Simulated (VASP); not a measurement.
Set up this calculation in VASP 6.6.1, as the native input.

* Task: single point
* Functional: PBEsol
* Potentials or basis: VASP PAW PBE potentials, release 64 (Bi_d)
* Cutoff: 520 eV
* k mesh: 8 × 8 × 4
* Occupations: fermi-dirac, width 0.05 eV
* Spin: no spin polarisation
* Dipole correction: no
* Further INCAR settings: ALGO = Fast; EDIFF = 1e-07; NBANDS = 22

The structure of Bi lies in POSCAR:

```
Bi
1.0
    3.2166415224      0.0000000000      0.0000000000
    0.0000000000      3.2000209013      0.0000000000
   -0.0799148974      0.0000000000      6.4006399093
Bi
2
Direct
    0.5442472500      0.0000000000      0.7495778900
    0.4557527500      0.0000000000      0.2504221100
```

These files were run (other wordings do the same):

INCAR

```
PREC = Accurate ; ENCUT = 520
EDIFF = 1E-7 ; ISMEAR = -1
SIGMA = 0.05 ; LREAL = F
LASPH = T ; NELM = 80
ALGO = Fast ; ISIF = 2
LWAVE = F ; LCHARG = F
GGA = PS ; NBANDS = 22
```

KPOINTS

```
Automatic mesh
0
Gamma
  8 8 4
```

Potentials or basis: VASP PAW PBE potentials, release 64 (Bi_d).

Run with:

```sh
$ cat potpaw_PBE.64/Bi_d/POTCAR > POTCAR
$ mpirun -np 1 vasp_std > vasp.out
```

Results of the run:

```
Pressure               : 0.6 GPa
Largest force          : 0.014 eV/Å
Band gap on the k mesh : zero (band 15 reaches 10.87 eV, above the bottom of band 16 at 4.43 eV)
```

Caveat: the PAW data sets were made with another functional, which shifts forces and pressure a little; spin-orbit coupling is left out, which moves the levels of the heavy elements.

Wall time 66 s on 1 thread of Intel(R) Xeon(R) Platinum 8488C (Sapphire Rapids) (shared host), peak memory 0.22 GiB.
